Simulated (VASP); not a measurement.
Write the native input for VASP 6.6.1 that does the following.

* Task: single point
* Functional: LDA
* Potentials or basis: VASP PAW LDA potentials, release 64 (Pb_d)
* Cutoff: 520 eV
* k mesh: 9 × 9 × 5
* Occupations: fermi-dirac, width 0.05 eV
* Spin: no spin polarisation
* Dipole correction: no
* Further INCAR settings: ALGO = Fast; EDIFF = 1e-07; NBANDS = 21

The structure of Pb lies in POSCAR:

```
Pb
1.0
    3.0182128647     -1.7385724922      0.0000000000
    3.0182128647      1.7385724922      0.0000000000
   -2.1012644739      0.0000000000      6.0543160853
Pb
2
Direct
    0.9085084100      0.9085084100      0.7262922000
    0.0914915900      0.0914915900      0.2737078000
```

These files were run (other wordings do the same):

INCAR

```
SYSTEM = Pb
ALGO = Fast
EDIFF = 1E-7
ENCUT = 520
ISIF = 2
ISMEAR = -1
LASPH = .TRUE.
LCHARG = .FALSE.
LREAL = .FALSE.
LWAVE = .FALSE.
NBANDS = 21
NELM = 80
PREC = Accurate
SIGMA = 0.05
```

KPOINTS

```
k-points
0
G
  9 9 5
  0 0 0
```

Potentials or basis: VASP PAW LDA potentials, release 64 (Pb_d).

Run with:

```console
$ cat potpaw_LDA.64/Pb_d/POTCAR > POTCAR
$ mpirun -np 1 vasp_std > vasp.out
```

It gave:

* Pressure: -2.4 GPa
* Largest force: 0.137 eV/Å
* Band gap on the k mesh: zero (bands 14 and 15 overlap by 7.71 eV)

Caveat: spin-orbit coupling is left out, which moves the levels of the heavy elements.

Run time: 80 s on 1 thread of Intel(R) Xeon(R) Platinum 8488C (Sapphire Rapids), on a shared host, peak memory 0.24 GiB.
